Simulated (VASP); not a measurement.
A run of VASP 6.6.1 is set up as follows.

File INCAR:

```
  ALGO = Normal
  EDIFF = 1E-7
  ENCUT = 520
  GGA = PE
  ISIF = 2
  ISMEAR = -1
  LASPH = T
  LCHARG = F
  LREAL = F
  LWAVE = F
  NBANDS = 12
  NELM = 100
  PREC = Accurate
  SIGMA = 0.06122561905347299
```

The input KPOINTS:

```
k-points
0
Gamma
  52 52 52
```

File POSCAR:

```
Cu
1.0
    0.0000000000      1.8029504109      1.8029504109
    1.8029504109      0.0000000000      1.8029504109
    1.8029504109      1.8029504109      0.0000000000
Cu
1
Direct
    0.0000000000      0.0000000000      0.0000000000
```

Potentials or basis: VASP PAW PBE potentials, release 64 (Cu).

Launch:

```sh
$ cat potpaw_PBE.64/Cu/POTCAR > POTCAR
$ mpirun -np 1 vasp_std > vasp.out
```

What does it give for the pressure?

3.4 GPa.
